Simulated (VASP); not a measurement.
# BaTiO3 (R3m) in VASP: single point with PBE

Aim: the single point of BaTiO3 with PBE.

Program: VASP 6.6.1. These are calculated values, not measurements. Logs are shortened: lines on timing, memory, paths and dates and some standing lists are left out, and cuts for length are marked.

**1. The cell of the first run**

The structure is trigonal, space group R3m (No. 160). The conventional cell has a = 5.721 Å, b = 5.721 Å, c = 7.033 Å, α = 90.00°, β = 90.00°, γ = 120.00°. Within 3.7 Å of Ba (site symmetry 3m) lie 12 O at 2.82 to 2.92 Å and 8 Ti at 3.43 to 3.61 Å. Within 2.5 Å of Ti (site symmetry 3m) lie 6 O at 1.90 to 2.16 Å. O (site symmetry m) has 2 Ti at 1.90 to 2.16 Å within 2.5 Å.

**2. Single point, PBE**

INCAR

```
SYSTEM = BaTiO3
PREC = Accurate
ENCUT = 520
EDIFF = 1E-6
ISMEAR = -1
SIGMA = 0.1
LREAL = .FALSE.
LASPH = .TRUE.
NELM = 80
ALGO = Normal
ISIF = 2
LWAVE = .FALSE.
LCHARG = .FALSE.
GGA = PE
NBANDS = 28
```

KPOINTS

```
Automatic mesh
0
G
  6 6 6
  0 0 0
```

POSCAR

```
BaTiO3
1.0
    4.0503887900      0.0000000000      0.0000000000
    0.0102465900      4.0503786700      0.0000000000
    0.0102465900      0.0102263600      4.0503584400
Ba Ti O
1 1 3
Direct
    0.0000000000      0.0000000000      0.0000000000
    0.4870000000      0.4870000000      0.4870000000
    0.5092000000      0.5092000000      0.0189000000
    0.0189000000      0.5092000000      0.5092000000
    0.5092000000      0.0189000000      0.5092000000
```

Potentials or basis: VASP PAW PBE potentials, release 64 (Ba_sv, Ti_sv, O).

Run with:

```
$ cat potpaw_PBE.64/Ba_sv/POTCAR potpaw_PBE.64/Ti_sv/POTCAR potpaw_PBE.64/O/POTCAR > POTCAR
$ mpirun -np 1 vasp_std > vasp.out
```

OUTCAR:

```text
SYSTEM = BaTiO3
   PREC = Accurate
   ENCUT = 520
   EDIFF = 1E-6
   ISMEAR = -1
   LREAL = .FALSE.
   LASPH = .TRUE.
   NELM = 80
   ISIF = 2
   GGA = PE

 ion  position               nearest neighbor table
   1  0.000  0.000  0.000-   5 2.82   3 2.82   4 2.82   4 2.86   4 2.86   5 2.86   5 2.86   3 2.86
                             3 2.86   5 2.92   3 2.92   4 2.92   2 3.43   2 3.48   2 3.48   2 3.48
   2  0.487  0.487  0.487-   3 1.90   4 1.90   5 1.90   3 2.16   4 2.16   5 2.16   1 3.43   1 3.48
                             1 3.48   1 3.48   1 3.54   1 3.54   1 3.54   1 3.61
   3  0.509  0.509  0.019-   2 1.90   2 2.16   1 2.82   1 2.86   1 2.86   1 2.92
   4  0.019  0.509  0.509-   2 1.90   2 2.16   1 2.82   1 2.86   1 2.86   1 2.92
   5  0.509  0.019  0.509-   2 1.90   2 2.16   1 2.82   1 2.86   1 2.86   1 2.92

  LATTYP: Found a trigonal (rhomboedric) cell.
 ALAT       =     4.0503887900
 COS(alpha) =     0.0025297776

  Lattice vectors:

 A1 = (   4.0503887900,   0.0000000000,   0.0000000000)
 A2 = (   0.0102465900,   4.0503786700,   0.0000000000)
 A3 = (   0.0102465900,   0.0102263600,   4.0503584400)

Analysis of symmetry for initial positions (statically):
=====================================================================
 Subroutine PRICEL returns:
 Original cell was already a primitive cell.

 Routine SETGRP: Setting up the symmetry group for a
 trigonal (rhombohedral) supercell.

 Subroutine GETGRP returns: Found  6 space group operations
 (whereof  6 operations were pure point group operations)
 out of a pool of 12 trial point group operations.

The static configuration has the point symmetry C_3v.

Analysis of symmetry for dynamics (positions and initial velocities):
=====================================================================
 Subroutine PRICEL returns:
 Original cell was already a primitive cell.

 Routine SETGRP: Setting up the symmetry group for a
 trigonal (rhombohedral) supercell.

 Subroutine GETGRP returns: Found  6 space group operations
 (whereof  6 operations were pure point group operations)
 out of a pool of 12 trial point group operations.

The dynamic configuration has the point symmetry C_3v.

 Subroutine INISYM returns: Found  6 space group operations
 (whereof  6 operations are pure point group operations),
 and found     1 'primitive' translations

----------------------------------------------------------------------------------------

                                     Primitive cell

  volume of cell :      66.4486

  direct lattice vectors                    reciprocal lattice vectors
     4.050388790  0.000000000  0.000000000     0.246889879 -0.000624578 -0.000623005
     0.010246590  4.050378670  0.000000000     0.000000000  0.246890496 -0.000623350
     0.010246590  0.010226360  4.050358440     0.000000000  0.000000000  0.246891729

  length of vectors
     4.050388790  4.050391631  4.050384311     0.246891455  0.246891283  0.246891729

  position of ions in fractional coordinates (direct lattice)
     0.000000000  0.000000000  0.000000000
     0.487000000  0.487000000  0.487000000
     0.509200000  0.509200000  0.018900000
     0.018900000  0.509200000  0.509200000
     0.509200000  0.018900000  0.509200000

  ion indices of the primitive-cell ions
   primitive index   ion index
                 1           1
                 2           2
                 3           3
                 4           4
                 5           5

----------------------------------------------------------------------------------------

 KPOINTS: Automatic mesh

Automatic generation of k-mesh.
 Grid dimensions read from file:
 generate k-points for:    6    6    6

 Generating k-lattice:

  Cartesian coordinates                     Fractional coordinates (reciprocal lattice)
     0.041148313 -0.000104096 -0.000103834     0.166666667  0.000000000 -0.000000000
     0.000000000  0.041148416 -0.000103892     0.000000000  0.166666667 -0.000000000
     0.000000000  0.000000000  0.041148622     0.000000000  0.000000000  0.166666667

  Length of vectors
     0.041148576  0.041148547  0.041148622

  Shift w.r.t. Gamma in fractional coordinates (k-lattice)
     0.000000000  0.000000000  0.000000000

 Subroutine IBZKPT returns following result:
 ===========================================

 Found     32 irreducible k-points:

 Following reciprocal coordinates:
            Coordinates               Weight
  0.000000  0.000000  0.000000      1.000000
  0.166667 -0.000000 -0.000000      6.000000
  0.333333  0.000000 -0.000000      6.000000
  0.500000 -0.000000 -0.000000      3.000000
  0.166667  0.166667  0.000000      6.000000
  0.333333  0.166667  0.000000     12.000000
[... 16 lines left out ...]
  0.500000  0.500000  0.166667      6.000000
 -0.333333  0.500000  0.166667     12.000000
 [... further k-points ...]
   k-points           NKPTS =     32   k-points in BZ     NKDIM =     32   number of bands    NBANDS=     28
   number of dos      NEDOS =    301   number of ions     NIONS =      5
   total plane-waves  NPLWV =  27000
   dimension x,y,z NGX =    30 NGY =   30 NGZ =   30
   dimension x,y,z NGXF=    60 NGYF=   60 NGZF=   60
   ions per type =               1   1   3
   NGX,Y,Z   is equivalent  to a cutoff of  12.31, 12.31, 12.31 a.u.
   NGXF,Y,Z  is equivalent  to a cutoff of  24.63, 24.63, 24.63 a.u.
 SYSTEM =  BaTiO3
   PREC   = accura    normal or accurate (medium, high low for compatibility)
   ISTART =      0    job   : 0-new  1-cont  2-samecut
   ICHARG =      2    charge: 1-file 2-atom 10-const
   ISPIN  =      1    spin polarized calculation?
   LNONCOLLINEAR =      F non collinear calculations
   LSORBIT =      F    spin-orbit coupling
   LASPH  =      T    aspherical Exc in radial PAW
   ENCUT  =  520.0 eV  38.22 Ry    6.18 a.u.   7.53  7.53  7.53*2*pi/ulx,y,z
   NELM   =     80;   NELMIN=  2; NELMDL= -5     # of ELM steps
   EDIFF  = 0.1E-05   stopping-criterion for ELM
   LREAL  =      F    real-space projection
   EDIFFG = 0.1E-04   stopping-criterion for IOM
   NSW    =      0    number of steps for IOM
   IBRION =     -1    ionic relax: 0-MD 1-quasi-New 2-CG
   NFREE  =      0    steps in history (QN), initial steepest desc. (CG)
   ISIF   =      2    stress and relaxation
   ISYM   =      2    0-nonsym 1-usesym 2-fastsym
   POTIM  = 0.5000    time-step for ionic-motion
   TEBEG  =    0.0;   TEEND  =   0.0 temperature during run
   PSTRESS=    0.0 pullay stress
   NELECT =      40.0000    total number of electrons
   NUPDOWN=      -1.0000    fix difference up-down
   EMIN   =  10.00;   EMAX   =-10.00  energy-range for DOS
   EFERMI =   0.00;   METHOD = LEGACY
   ISMEAR =    -1;   SIGMA  =   0.10  broadening in eV -4-tet -1-fermi 0-gaus
   EFERMI_NEDOS =   21; number of points for ismear=-14 and -15
   IALGO  =     38    algorithm
   IMIX   =      4    mixing-type and parameters
     AMIX     =   0.40;   BMIX     =  1.00
     AMIX_MAG =   1.60;   BMIX_MAG =  1.00
  volume/ion in A,a.u.               =      13.29        89.68
  Fermi-wavevector in a.u.,A,eV,Ry     =   1.382291  2.612152 25.997048  1.910729
  Thomas-Fermi vector in A             =   2.506996
   LORBIT       =      0    0 simple, 1 ext, 2 COOP (PROOUT), +10 PAW based schemes
   GGA     = PE    functional components
   LHFCALC =     F    Hartree Fock is set to
   AEXX    =    0.0000 exact exchange contribution
   IVDW    =     0    specifies the selected vdW correction
   LEPSILON=     F    determine dielectric tensor
   LRPA    =     F    only Hartree local field effects (RPA)
 non-spin polarized calculation
  energy-cutoff  :      520.00
  volume of cell :       66.45
 maximum number of plane-waves:      1812
   NGX = 15   NGY = 15   NGZ = 15

 number of electron      40.0000011 magnetization

 Free energy of the ion-electron system (eV)
  ---------------------------------------------------
  ext. energy  EPLUGINS =         0.00000000
  ---------------------------------------------------
  free energy    TOTEN  =       -40.04460221 eV

  energy without entropy =      -40.04459750  energy(sigma->0) =      -40.04459985

 E-fermi :   4.6666     XC(G=0): -11.0554

 val. band max:        3.5156491114   @ k =   0.5000   0.5000   0.5000
 cond. band min:       5.7639482317   @ k =   0.0000   0.0000   0.0000
 fundamental gap:      2.2482991203
 Fermi energy:         4.6665997066

 k-point     1 :       0.0000    0.0000    0.0000
  band No.  band energies     occupation
      1     -52.9454      2.00000
      2     -29.1811      2.00000
      3     -29.1758      2.00000
      4     -29.1758      2.00000
      5     -21.3807      2.00000
      6     -13.2428      2.00000
[... 20 lines left out ...]
     27       8.5450      0.00000
     28      10.5111      0.00000

 k-point     2 :       0.1667   -0.0000   -0.0000
  band No.  band energies     occupation
      1     -52.9452      2.00000
      2     -29.1894      2.00000
      3     -29.1783      2.00000
      4     -29.1754      2.00000
      5     -21.3567      2.00000
      6     -13.2536      2.00000
[... 20 lines left out ...]
     27       9.0499      0.00000
     28      11.1551      0.00000

 k-point     3 :       0.3333    0.0000   -0.0000
  band No.  band energies     occupation
      1     -52.9448      2.00000
      2     -29.2112      2.00000
      3     -29.1779      2.00000
      4     -29.1746      2.00000
      5     -21.3078      2.00000
      6     -13.3458      2.00000
[... 20 lines left out ...]
     27      10.2167      0.00000
     28      11.6826      0.00000

 k-point     4 :       0.5000   -0.0000   -0.0000
  band No.  band energies     occupation
      1     -52.9446      2.00000
      2     -29.2223      2.00000
      3     -29.1775      2.00000
      4     -29.1741      2.00000
      5     -21.2830      2.00000
      6     -13.4128      2.00000
[... 578 lines left out ...]
     27      10.8670      0.00000
     28      11.7800      0.00000

 k-point    23 :       0.5000    0.5000    0.1667
  band No.  band energies     occupation
      1     -52.9435      2.00000
      2     -29.2206      2.00000
      3     -29.2171      2.00000
      4     -29.1849      2.00000
      5     -21.2045      2.00000
      6     -12.7578      2.00000
[... 20 lines left out ...]
     27      11.8552      0.00000
     28      12.1487      0.00000

 k-point    24 :      -0.3333    0.5000    0.1667
  band No.  band energies     occupation
      1     -52.9437      2.00000
      2     -29.2198      2.00000
      3     -29.2079      2.00000
      4     -29.1853      2.00000
      5     -21.2203      2.00000
      6     -12.9233      2.00000
[... 20 lines left out ...]
     27      11.5138      0.00000
     28      11.9482      0.00000

 [... further k-points ...]
[... 5 lines left out ...]
  --------------------------------------------------------------------------------------
  -------------------------------------------------------------------------------------
  Total        0.3136252      0.3136024      0.3135782      0.0045920      0.0045693      0.0045804
  in kB        7.5619835      7.5614343      7.5608506      0.1107196      0.1101718      0.1104402
  external PRESSURE =       7.5614228 kB  Pullay stress =       0.0000000 kB

 VOLUME and BASIS-vectors are now :
 -----------------------------------------------------------------------------
  energy-cutoff  :      520.00
  volume of cell :       66.45
      direct lattice vectors                 reciprocal lattice vectors
     4.050388790  0.000000000  0.000000000     0.246889879 -0.000624578 -0.000623005
     0.010246590  4.050378670  0.000000000     0.000000000  0.246890496 -0.000623350
     0.010246590  0.010226360  4.050358440     0.000000000  0.000000000  0.246891729

 POSITION                                       TOTAL-FORCE (eV/Angst)
 -----------------------------------------------------------------------------------
      0.00000      0.00000      0.00000        -0.030619     -0.030542     -0.030465
      1.98252      1.97751      1.97252        -0.143339     -0.142977     -0.142616
      2.06787      2.06265      0.07655         0.047118      0.046999      0.079484
      0.08699      2.06766      2.06244         0.079722      0.046917      0.046798
      2.06787      0.08176      2.06244         0.047118      0.079603      0.046798
 -----------------------------------------------------------------------------------
    total drift:                               -0.000188     -0.000157     -0.000274

  FREE ENERGIE OF THE ION-ELECTRON SYSTEM (eV)
  ---------------------------------------------------
  free  energy   TOTEN  =       -40.0446022069 eV

  energy  without entropy=      -40.0445974986  energy(sigma->0) =      -40.04459985
```

Wall time 59 s (1 thread of Intel Xeon Platinum 8259CL at 2.50GHz (Skylake/Cascade Lake), shared host); peak memory 0.2 GiB.

Results:

- Free energy: -40.0446 eV
- Pressure: 0.8 GPa
- Largest force: 0.248 eV/Å
- Band gap on the k mesh: 2.25 eV (least direct gap 2.65 eV)

Forces in eV/Å, atoms in the order of the input:
```
Ba  -0.031 -0.031 -0.030
Ti  -0.143 -0.143 -0.143
O    0.047  0.047  0.079
O    0.080  0.047  0.047
O    0.047  0.080  0.047
```

Caveat: spin-orbit coupling is left out, which moves the levels of the heavy elements. A k mesh can miss the band edges.
